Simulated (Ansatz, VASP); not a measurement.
## Si3B4 in VASP and in Ansatz

```
Si B
1.0
     4.19960    0.00000    0.00000
     0.00000    4.19960    0.00000
     0.00000    0.00000    4.19960
Si B
3 4
Direct
  0.00000 0.00000 0.50000
  0.50000 0.00000 0.00000
  0.00000 0.50000 0.00000
  0.65625 0.34375 0.34375
  0.34375 0.65625 0.34375
  0.34375 0.34375 0.65625
  0.65625 0.65625 0.65625
```

Change from the starting cell: species swapped into the Si3As4 type (P-43m, No. 215).

Alike in both runs: functional PBE; k mesh 4 × 4 × 4; occupations gaussian, width 0.2 eV; no spin polarisation.

Ansatz relaxed the structure, and its values are those at the end. VASP's run is a single point on that final structure, the one shown.

```csv
,VASP,Ansatz
version,VASP 6.6.1,Ansatz 0.2.0
potentials or method,"VASP PAW PBE potentials, release 64 (Si, B), cutoff 500 eV","scalar-relativistic, plane waves, PAW"
valence electrons in the cell,24,24
```

Ansatz gave:

```
gap on the k mesh at the Fermi level (eV) : none
pressure (GPa)                            : -0.1
rms of the force components (eV/Å)        : 0.005
```

Task: Estimate VASP's values.

Result: gap on the k mesh at the Fermi level (eV): none; pressure (GPa): -0.1; rms of the force components (eV/Å): 0.007.

A gap of «none» marks a metal or a gap that the smearing closes. With one functional, cell and mesh, what is left measures potentials, basis and numerics.

The k mesh is coarse, so the values compare programs but aren't converged.
